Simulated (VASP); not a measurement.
The system is SnO.

```
CELL_PARAMETERS angstrom
3.80200 0.00000 0.00000
0.00000 3.80200 0.00000
0.00000 0.00000 4.83600
ATOMIC_POSITIONS crystal
Sn 0.00000 0.50000 0.23850
Sn 0.50000 0.00000 0.76150
O 0.00000 0.00000 0.00000
O 0.50000 0.50000 0.00000
```

```yaml
Program: VASP 6.6.1
Task: relaxation of cell and atoms
Functional: PBEsol
Dispersion: D3(BJ)
Potentials_or_basis: VASP PAW PBE potentials, release 64 (Sn_d, O)
Cutoff: 600 eV
k_mesh: 12 × 12 × 10
Occupations: gaussian, width 0.1 eV
Spin: no spin polarisation
```

At the start: pressure -1.9 GPa; volume 17.48 Å³/atom.

Task: Where does the relaxation end?

Result: Over 12 steps the energy falls by 12.7 meV/atom and the volume is 16.16 Å³/atom (-7.5 %); space group P4/nmm (No. 129, to 0.1 Å) before and after.

Step by step:
```tsv
step	energy change (eV)	largest force (eV/Å)	pressure (GPa)	volume (Å³)
1	0.0000	0.1454	-1.90	69.91
2	-0.0139	0.4598	0.55	67.83
3	-0.0139	0.4612	0.59	67.81
4	-0.0262	0.3174	0.45	67.09
5	-0.0416	0.0709	0.16	65.02
6	-0.0476	0.0596	0.02	64.85
7	-0.0507	0.0516	-0.14	64.60
8	-0.0507	0.0515	-0.14	64.59
9	-0.0507	0.0384	0.32	64.44
10	-0.0508	0.0101	0.07	64.52
11	-0.0509	0.0052	0.05	64.58
12	-0.0509	0.0001	0.00	64.64
```

Final structure:
```cif
data_structure
_symmetry_space_group_name_H-M 'P 1'
_symmetry_Int_Tables_number 1
_cell_length_a 3.7703
_cell_length_b 3.7703
_cell_length_c 4.5474
_cell_angle_alpha 90.000
_cell_angle_beta 90.000
_cell_angle_gamma 90.000
_cell_volume 64.64
loop_
_atom_site_label
_atom_site_type_symbol
_atom_site_fract_x
_atom_site_fract_y
_atom_site_fract_z
_atom_site_occupancy
Sn1 Sn 0.00000 0.50000 0.25495 1
Sn2 Sn 0.50000 0.00000 0.74505 1
O1 O 0.00000 0.00000 0.00000 1
O2 O 0.50000 0.50000 0.00000 1
```

Caveat: the PAW data sets were made with another functional, which shifts forces and pressure a little.
